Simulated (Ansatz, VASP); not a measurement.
# MgO in VASP and in Ansatz

```
Mg O
1.0
     3.44457    0.00000    0.00000
    -1.72228    2.98308    0.00000
     0.00000    0.00000    4.14698
Mg O
2 2
Cartesian
  1.7223 0.9944 3.1102
  0.0000 1.9887 1.0367
  1.7223 0.9944 1.0367
  0.0000 1.9887 3.1102
```

Alike in both runs: task single point; functional PBE; k mesh 9 × 9 × 6; occupations gaussian, width 0.05 eV; no spin polarisation.

|  | VASP | Ansatz |
| --- | --- | --- |
| version | VASP 6.6.1 | Ansatz 0.2.0 |
| potentials or method | VASP PAW PBE potentials, release 64 (Mg, O), cutoff 520 eV | scalar-relativistic, plane waves, PAW |
| valence electrons in the cell | 16 | 32 |

|  | VASP | Ansatz | Ansatz less VASP |
| --- | --- | --- | --- |
| gap on the k mesh at the Fermi level (eV) | 3.60 | 3.62 | +0.021 |
| least direct gap on the mesh (eV) | 3.60 | 3.62 | +0.021 |
| pressure (GPa) | 8.8 | 9.4 | +0.58 |
| traceless stress, the component that is largest in VASP (GPa) | 0.20 | 0.34 | +0.138 |

VASP's potentials hold 16 valence electrons a cell and Ansatz's 32, so a difference there can come from the potentials and not from the codes.
